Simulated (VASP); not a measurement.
# Be (a cell with a defect) in VASP: further runs, part 2 of 2

VASP 6.6.1.

## Step 3: Single point, PBE

INCAR

```
SYSTEM = Be
ALGO = Normal
EDIFF = 1E-6
ENCUT = 520
GGA = PE
ISIF = 2
ISMEAR = 0
LASPH = .True.
LCHARG = .False.
LREAL = Auto
LWAVE = .False.
NBANDS = 31
NELM = 60
PREC = Accurate
SIGMA = 0.15
```

KPOINTS

```
k-points
0
Gamma
  5 5 3
  0 0 0
```

POSCAR

```
Be
1.0
   -2.2900000000     -3.9663960000      0.0000000000
    3.4350000000     -1.9831980000      0.0000000000
    0.0000000000      0.0000000000      7.1768600000
Be
17
Direct
    0.7458169654      0.4892025767      0.0026990912
    0.5071111065      0.2033768366      0.2306497549
    0.7531944949      0.5213293721      0.4890865922
    0.5096695930      0.3212006894      0.7404034634
    0.5192896711     -0.0362936400     -0.0169291306
    0.1766953820      0.9272140975      0.3002822962
    0.4930424460     -0.0302832020      0.4946564375
    0.2497161262      0.8355595135      0.7471468024
    0.2576754456      0.4894928007     -0.0091672403
    0.0157294147      0.3782461018      0.2447711116
    0.2501938521      0.4883068184      0.4893181698
    0.0019834801      0.3463223201      0.7525998835
    0.0268468249      0.0156483927      0.0044052692
    0.8090741737      0.8612616762      0.2404767545
   -0.0344531523      0.0452909116      0.5198156297
    0.7550984952      0.8279270900      0.7480821696
    0.4597162276      0.6606064516      0.2321421903
```

Potentials or basis: VASP PAW PBE potentials, release 64 (Be).

Started as:

```bash
$ cat potpaw_PBE.64/Be/POTCAR > POTCAR
$ mpirun -np 1 vasp_std > vasp.out
```

OUTCAR:

```text
SYSTEM = Be
   EDIFF = 1E-6
   ENCUT = 520
   GGA = PE
   ISIF = 2
   ISMEAR = 0
   LASPH = .True.
   LREAL = Auto
   NELM = 60
   PREC = Accurate

 ion  position               nearest neighbor table
   1  0.746  0.489  0.003-   5 2.15  10 2.18  17 2.21  12 2.22   9 2.24  16 2.27   2 2.27   4 2.27
                            14 2.27  13 2.28   5 2.33   9 2.35
   2  0.507  0.203  0.231-  17 1.83   6 1.93  14 1.94   5 2.02   7 2.11  17 2.16   1 2.27   9 2.36
                            10 2.36
   3  0.753  0.521  0.489-  15 2.14   7 2.14  10 2.20  16 2.22  14 2.25   4 2.26  11 2.28  15 2.31
                            11 2.31  12 2.31  17 2.35
   4  0.510  0.321  0.740-   9 2.24   5 2.25   7 2.25  16 2.26  11 2.26  12 2.26   3 2.26   8 2.27
                             1 2.27  16 2.30  12 2.33   8 2.36
   5  0.519  0.964  0.983-   2 2.02  16 2.07   1 2.15   8 2.16  17 2.17   9 2.23   4 2.25  13 2.27
                            14 2.31   1 2.33  13 2.34
   6  0.177  0.927  0.300-  17 1.74  14 1.76  15 1.91   2 1.93  10 1.98   7 2.02  11 2.23  13 2.26
                            10 2.33
   7  0.493  0.970  0.495-   6 2.02   2 2.11   3 2.14  15 2.19   8 2.19  11 2.21   4 2.25  16 2.25
                            17 2.25  11 2.34  14 2.37
   8  0.250  0.836  0.747-   5 2.16   7 2.19   9 2.22  13 2.23  15 2.25  12 2.25   4 2.27  16 2.27
                            11 2.31  16 2.31  12 2.32   4 2.36
   9  0.258  0.489  0.991-  17 2.08  12 2.15  13 2.16  10 2.18   8 2.22   5 2.23   1 2.24   4 2.24
                            13 2.34   1 2.35   2 2.36
  10  0.016  0.378  0.245-   6 1.98  11 2.10  14 2.14   1 2.18   9 2.18   3 2.20  13 2.25  14 2.26
                            17 2.32   6 2.33   2 2.36  15 2.39
  11  0.250  0.488  0.489-  10 2.10  17 2.19  15 2.20   7 2.21   6 2.23   4 2.26  12 2.28   3 2.28
                             8 2.31   3 2.31   7 2.34
  12  0.002  0.346  0.753-  15 2.06   9 2.15   1 2.22  16 2.22  13 2.24   8 2.25   4 2.26  11 2.28
                             3 2.31   8 2.32   4 2.33  16 2.35
  13  0.027  0.016  0.004-  14 2.06   9 2.16   8 2.23  12 2.24  10 2.25   6 2.26   5 2.27   1 2.28
                             5 2.34   9 2.34  16 2.34
  14  0.809  0.861  0.240-   6 1.76  17 1.79   2 1.94  13 2.06  10 2.14  15 2.25   3 2.25  10 2.26
                             1 2.27   5 2.31   7 2.37
  15  0.966  0.045  0.520-   6 1.91  12 2.06  16 2.09   3 2.14   7 2.19  11 2.20   8 2.25  14 2.25
                             3 2.31  10 2.39
  16  0.755  0.828  0.748-   5 2.07  15 2.09  12 2.22   3 2.22   7 2.25   4 2.26   8 2.27   1 2.27
                             4 2.30   8 2.31  13 2.34  12 2.35
  17  0.460  0.661  0.232-   6 1.74  14 1.79   2 1.83   9 2.08   2 2.16   5 2.17  11 2.19   1 2.21
                             7 2.25  10 2.32   3 2.35

  LATTYP: Found a simple orthorhombic cell.
 ALAT       =     3.9663962620
 B/A-ratio  =     1.1547004875
 C/A-ratio  =     1.8094157835

  Lattice vectors:

 A1 = (  -3.4350000000,   1.9831980000,   0.0000000000)
 A2 = (  -2.2900000000,  -3.9663960000,   0.0000000000)
 A3 = (   0.0000000000,   0.0000000000,   7.1768600000)

Analysis of symmetry for initial positions (statically):
=====================================================================
 Subroutine PRICEL returns:
 Original cell was already a primitive cell.

 Routine SETGRP: Setting up the symmetry group for a
 simple orthorhombic supercell.

 Subroutine GETGRP returns: Found  1 space group operations
 (whereof  1 operations were pure point group operations)
 out of a pool of  8 trial point group operations.

The static configuration has the point symmetry C_1 .

Analysis of symmetry for dynamics (positions and initial velocities):
=====================================================================
 Subroutine PRICEL returns:
[... 122 lines left out ...]
   number of dos      NEDOS =    301   number of ions     NIONS =     17
   total plane-waves  NPLWV =  58320
   dimension x,y,z NGX =    36 NGY =   30 NGZ =   54
   dimension x,y,z NGXF=    72 NGYF=   60 NGZF=  108
   ions per type =              17
   NGX,Y,Z   is equivalent  to a cutoff of  13.07, 12.57, 12.51 a.u.
   NGXF,Y,Z  is equivalent  to a cutoff of  26.13, 25.15, 25.02 a.u.
 SYSTEM =  Be
   PREC   = accura    normal or accurate (medium, high low for compatibility)
   ISTART =      0    job   : 0-new  1-cont  2-samecut
   ICHARG =      2    charge: 1-file 2-atom 10-const
   ISPIN  =      1    spin polarized calculation?
   LNONCOLLINEAR =      F non collinear calculations
   LSORBIT =      F    spin-orbit coupling
   LASPH  =      T    aspherical Exc in radial PAW
   ENCUT  =  520.0 eV  38.22 Ry    6.18 a.u.   8.52  7.37 13.34*2*pi/ulx,y,z
   NELM   =     60;   NELMIN=  2; NELMDL= -5     # of ELM steps
   EDIFF  = 0.1E-05   stopping-criterion for ELM
   LREAL  =      T    real-space projection
   EDIFFG = 0.1E-04   stopping-criterion for IOM
   NSW    =      0    number of steps for IOM
[... 5 lines left out ...]
   TEBEG  =    0.0;   TEEND  =   0.0 temperature during run
   PSTRESS=    0.0 pullay stress
   NELECT =      34.0000    total number of electrons
   NUPDOWN=      -1.0000    fix difference up-down
   EMIN   =  10.00;   EMAX   =-10.00  energy-range for DOS
   EFERMI =   0.00;   METHOD = LEGACY
   ISMEAR =     0;   SIGMA  =   0.15  broadening in eV -4-tet -1-fermi 0-gaus
   EFERMI_NEDOS =   21; number of points for ismear=-14 and -15
   IALGO  =     38    algorithm
   IMIX   =      4    mixing-type and parameters
     AMIX     =   0.40;   BMIX     =  1.00
     AMIX_MAG =   1.60;   BMIX_MAG =  1.00
  volume/ion in A,a.u.               =       7.67        51.75
  Fermi-wavevector in a.u.,A,eV,Ry     =   1.045930  1.976520 14.884349  1.093969
  Thomas-Fermi vector in A             =   2.180746
   LORBIT       =      0    0 simple, 1 ext, 2 COOP (PROOUT), +10 PAW based schemes
   GGA     = PE    functional components
   LHFCALC =     F    Hartree Fock is set to
   AEXX    =    0.0000 exact exchange contribution
   IVDW    =     0    specifies the selected vdW correction
   LEPSILON=     F    determine dielectric tensor
   LRPA    =     F    only Hartree local field effects (RPA)
 non-spin polarized calculation
 Gauss-broadening in eV      SIGMA  =   0.15
  energy-cutoff  :      520.00
  volume of cell :      130.38
 maximum number of plane-waves:      3529
 NGX is ok and might be reduce to    36
   NGX = 17   NGY = 15   NGZ = 27

 number of electron      34.0000000 magnetization

 Free energy of the ion-electron system (eV)
  ---------------------------------------------------
  ext. energy  EPLUGINS =         0.00000000
  ---------------------------------------------------
  free energy    TOTEN  =       -59.30511472 eV

  energy without entropy =      -59.28727066  energy(sigma->0) =      -59.29619269

 E-fermi :   7.3668     XC(G=0): -10.6878

 val. band max:        7.3506531429   @ k =   0.4000   0.0000   0.0000
 cond. band min:       7.4323281377   @ k =   0.0000   0.4000   0.0000
 fundamental gap:      0.0816749948
 Fermi energy:         7.3667671991

 k-point     1 :       0.0000    0.0000    0.0000
  band No.  band energies     occupation
      1      -4.2579      2.00000
      2      -2.1274      2.00000
      3      -2.1080      2.00000
      4       0.8053      2.00000
      5       0.9942      2.00000
      6       2.0179      2.00000
[... 757 lines left out ...]
     28      12.2764      0.00000
     29      12.5944      0.00000

 [... further k-points ...]

 [bands above 29 left out]

------------------------ aborting loop because EDIFF is reached ----------------------------------------

  FORCE on cell =-STRESS in cart. coord.  units (eV):
  Direction    XX          YY          ZZ          XY          YZ          ZX
  --------------------------------------------------------------------------------------
  -------------------------------------------------------------------------------------
  Total       14.1686590     11.1804485      1.7497347      4.3705585      2.4779258      6.5865540
  in kB      174.1178537    137.3959037     21.5023914     53.7095484     30.4510914     80.9417918
  external PRESSURE =     111.0053829 kB  Pullay stress =       0.0000000 kB

 VOLUME and BASIS-vectors are now :
 -----------------------------------------------------------------------------
  energy-cutoff  :      520.00
  volume of cell :      130.38
      direct lattice vectors                 reciprocal lattice vectors
    -2.290000000 -3.966396000  0.000000000    -0.109170306 -0.189088533  0.000000000
     3.435000000 -1.983198000  0.000000000     0.218340611 -0.126059022  0.000000000
     0.000000000  0.000000000  7.176860000     0.000000000  0.000000000  0.139336702

 POSITION                                       TOTAL-FORCE (eV/Angst)
 -----------------------------------------------------------------------------------
     -0.02751     -3.92839      0.01937        -0.076158     -0.002543     -0.057042
     -0.46269     -2.41474      1.65534         0.084386     -0.067928     -0.110388
      0.06595     -4.02137      3.51011         0.044130     -0.008758     -0.008784
     -0.06382     -2.65856      5.31377        -0.019764     -0.035440     -0.071807
      2.12116     -3.97093      7.05536        -0.065159     -0.086236     -0.102477
      2.78035     -2.53969      2.15508         0.190006      0.032781      0.474134
[... 9 lines left out ...]
      1.11475     -4.63696      5.36888        -0.032524     -0.005877      0.008465
      1.21643     -3.13353      1.66605         0.100649      0.114935     -0.163034
 -----------------------------------------------------------------------------------
    total drift:                               -0.000428      0.001584      0.002279

  FREE ENERGIE OF THE ION-ELECTRON SYSTEM (eV)
  ---------------------------------------------------
  free  energy   TOTEN  =       -59.3051147201 eV

  energy  without entropy=      -59.2872706645  energy(sigma->0) =      -59.29619269
```

It took 3.4 min on 1 thread of Intel Xeon Platinum 8488C (Sapphire Rapids), shared host; peak memory 0.27 GiB.

Results:

* Free energy: -59.3051 eV
* Pressure: 11.1 GPa
* Largest force: 0.512 eV/Å
* Band gap on the k mesh: zero (band 17 reaches 7.75 eV, above the bottom of band 18 at 6.74 eV)

Forces on the atoms (eV/Å):
```
Be  -0.076 -0.003 -0.057
Be   0.084 -0.068 -0.110
Be   0.044 -0.009 -0.009
Be  -0.020 -0.035 -0.072
Be  -0.065 -0.086 -0.102
Be   0.190  0.033  0.474
Be   0.029 -0.031  0.011
Be   0.006  0.020 -0.012
Be  -0.121 -0.028 -0.137
Be   0.030 -0.034 -0.060
Be   0.000  0.026 -0.034
Be  -0.007  0.017  0.032
Be  -0.174 -0.059  0.102
Be  -0.108  0.026 -0.007
Be   0.120  0.123  0.136
Be  -0.033 -0.006  0.008
Be   0.101  0.115 -0.163
```

Stress tensor (GPa, compression positive):
```
17.41  5.37  8.09
 5.37 13.74  3.05
 8.09  3.05  2.15
```

Levels at points of the mesh, in eV from the Fermi level:
| k point | band 15 | band 16 | band 17 | band 18 | band 19 | band 20 |
| --- | --- | --- | --- | --- | --- | --- |
| (0.00, 0.00, 0.00) | -1.51 | -0.24 | 0.11 | 0.56 | 0.73 | 0.83 |

## Step 4: Single point, PBE

INCAR

```
SYSTEM = Be
ALGO = Normal
EDIFF = 1E-6
ENCUT = 520
GGA = PE
ISIF = 2
ISMEAR = 0
LASPH = .True.
LCHARG = .True.
LELF = .True.
LREAL = Auto
LVHAR = .True.
LWAVE = .False.
NBANDS = 31
NELM = 80
PREC = Accurate
SIGMA = 0.15
```

KPOINTS is that of step 3.

POSCAR

```
Be
1.0
   -2.2900000000     -3.9663960000      0.0000000000
    3.4350000000     -1.9831980000      0.0000000000
    0.0000000000      0.0000000000      7.1768600000
Be
17
Direct
    0.7536013650      0.5218800948      0.0111306337
    0.5046711472      0.2029199205      0.2701058680
    0.7458226602      0.4886809001      0.4973106623
    0.5098692592      0.3208240476      0.7600099486
    0.4928913921     -0.0305105421      0.0056657090
    0.1756654707      0.9256777083      0.1980917839
    0.5198061276     -0.0365959149      0.5174668309
    0.2495812720      0.8351202658      0.7530145495
    0.2503611878      0.4875284193      0.0109362590
    0.0157952697      0.3779182439      0.2553906583
    0.2580841306      0.4886668586      0.5096858515
    0.0019023120      0.3458947000      0.7472928272
   -0.0353345626      0.0456060704     -0.0203047015
    0.8082938482      0.8622122016      0.2595853897
    0.0278920991      0.0147458245      0.4951063557
    0.7550254077      0.8275811306      0.7519643688
    0.4592556535      0.6609477283      0.2686305710
```

Started as:

```bash
$ cat potpaw_PBE.64/Be/POTCAR > POTCAR
$ mpirun -np 1 vasp_std > vasp.out
```

Wall time 3.2 min (1 thread of Intel Xeon Platinum 8488C (Sapphire Rapids), shared host); peak memory 0.27 GiB.

It converged, with:

```yaml
Free_energy: -59.3165 eV
Pressure: 11.1 GPa
Largest_force: 0.498 eV/Å
Band_gap_on_the_k_mesh: zero (band 17 reaches 7.75 eV, above the bottom of band 18 at 6.73 eV)
```

Forces in eV/Å, atoms in the order of the input:
```
Be   0.045 -0.018  0.012
Be   0.092 -0.040  0.113
Be  -0.076 -0.004  0.053
Be  -0.021 -0.039  0.075
Be   0.023 -0.042 -0.015
Be   0.180  0.043 -0.463
Be  -0.063 -0.090  0.101
Be   0.004  0.020  0.018
Be  -0.013  0.028  0.030
Be   0.025 -0.035  0.059
Be  -0.123 -0.030  0.137
Be  -0.008  0.015 -0.035
Be   0.126  0.124 -0.143
Be  -0.097  0.021  0.005
Be  -0.179 -0.069 -0.109
Be  -0.034 -0.006 -0.009
Be   0.119  0.123  0.171
```

Stress tensor (GPa, compression positive):
```
17.21  5.35 -8.24
 5.35 13.76 -3.08
-8.24 -3.08  2.40
```

Levels at points of the mesh, in eV from the Fermi level:
```tsv
k point	band 13	band 14	band 15	band 16	band 17	band 18	band 19	band 20	band 21	band 22
(0.00, 0.00, 0.00)	-3.80	-3.56	-1.52	-0.25	0.11	0.56	0.74	0.82	1.52	1.81
```

## Step 5: Single point, PBE

INCAR

```
ALGO = Normal
EDIFF = 1E-6
ENCUT = 520
GGA = PE
ISIF = 2
ISMEAR = 0
LASPH = T
LCHARG = T
LELF = T
LREAL = Auto
LVHAR = T
LWAVE = F
NBANDS = 31
NELM = 60
PREC = Accurate
SIGMA = 0.15
```

KPOINTS

```
k-points
0
Gamma
  5 5 3
```

POSCAR

```
Be
1.0
   -2.2900000000     -3.9663960000      0.0000000000
    3.4350000000     -1.9831980000      0.0000000000
    0.0000000000      0.0000000000      7.1768600000
Be
17
Direct
    0.7901538521      0.5629427428      0.0112836254
    0.4514002045      0.1956819413      0.2831388657
    0.7506837225      0.4860639664      0.4967271202
    0.5288190354      0.3156327776      0.7724201113
    0.4976507044     -0.0384433441      0.0128099197
    0.1520543187      0.8980935633      0.1637844405
    0.5294576419     -0.0323606987      0.5262267900
    0.2478654106      0.8302517585      0.7662597571
    0.2696027720      0.4533529397      0.0187976357
    0.0162227698      0.3822140154      0.2569407791
    0.2741966883      0.4740199174      0.5248254808
    0.0083834821      0.3433191190      0.7434077020
   -0.0687563672      0.0764835281     -0.0288113465
    0.7907505839      0.8905228056      0.2610659815
    0.0559803989     -0.0035359204      0.4837194818
    0.7596055955      0.8267356081      0.7504362632
    0.4375059338      0.6754677113      0.2883730489
```

Started as:

```bash
$ cat potpaw_PBE.64/Be/POTCAR > POTCAR
$ mpirun -np 1 vasp_std > vasp.out
```

Run time: 3.6 min. Hardware: 1 thread of Intel Xeon Platinum 8488C (Sapphire Rapids), shared host; peak memory 0.27 GiB.

It converged, with:

```
Free energy            : -59.7178 eV
Pressure               : 11.5 GPa
Largest force          : 0.260 eV/Å
Band gap on the k mesh : zero (band 17 reaches 7.62 eV, above the bottom of band 18 at 6.65 eV)
```

Forces on the atoms (eV/Å):
```
Be   0.045 -0.163 -0.005
Be   0.090  0.127  0.066
Be  -0.026 -0.013 -0.007
Be  -0.049 -0.067  0.066
Be  -0.029 -0.032  0.009
Be   0.025  0.076 -0.248
Be  -0.013 -0.054  0.049
Be  -0.009  0.018  0.077
Be  -0.155  0.005  0.036
Be   0.025 -0.016  0.011
Be  -0.096 -0.021  0.100
Be  -0.017 -0.005 -0.042
Be   0.163  0.073 -0.100
Be   0.062  0.056 -0.015
Be  -0.138 -0.056 -0.102
Be  -0.024 -0.023 -0.033
Be   0.146  0.095  0.138
```

Stress tensor (GPa, compression positive):
```
 15.23   5.35 -10.17
  5.35  13.28  -1.78
-10.17  -1.78   6.06
```

Levels at points of the mesh, in eV from the Fermi level:
| k point | band 14 | band 15 | band 16 | band 17 | band 18 | band 19 | band 20 | band 21 |
| --- | --- | --- | --- | --- | --- | --- | --- | --- |
| (0.00, 0.00, 0.00) | -3.33 | -1.95 | -0.53 | 0.12 | 0.58 | 0.79 | 1.00 | 1.67 |
